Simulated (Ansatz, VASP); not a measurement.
## One calculation of MnHg3, two programs

```xyz
4
Lattice="4.4178 0.0000 0.0000 0.0000 4.4178 0.0000 0.0000 0.0000 4.4178" Properties=species:S:1:pos:R:3 pbc="T T T"
Hg    2.2089    2.2089    0.0000
Hg    0.0000    2.2089    2.2089
Hg    2.2089    0.0000    2.2089
Mn    0.0000    0.0000    0.0000
```

Alike in both runs: task single point; functional PBE; k mesh 6 × 6 × 6; occupations fermi-dirac, width 0.05 eV; collinear spin.

```csv
,VASP,Ansatz
version,VASP 6.6.1,Ansatz 0.2.0
potentials or method,"VASP PAW PBE potentials, release 64 (Hg, Mn_pv)",Ansatz PAW
plane-wave cutoff (eV),520,420
valence electrons in the cell,49,75
```

Ansatz gave:

```
gap on the k mesh at the Fermi level (eV)                     : none
pressure (GPa)                                                : 0.0
net moment per atom (μB)                                      : 1.07
size of the moment on the site where the two differ most (μB) : 4.25
```

Task: Estimate VASP's values.

Result: gap on the k mesh at the Fermi level (eV): none; pressure (GPa): 0.3; net moment per atom (μB): 1.07; size of the moment on the site where the two differ most (μB): 4.09.

Site moments also hang on the region over which each program counts them. A gap of «none» marks a metal or a gap that the smearing closes. VASP's potentials hold 49 valence electrons a cell and Ansatz's 75, so a difference there can come from the potentials and not from the codes.

Spin-orbit coupling is off throughout.
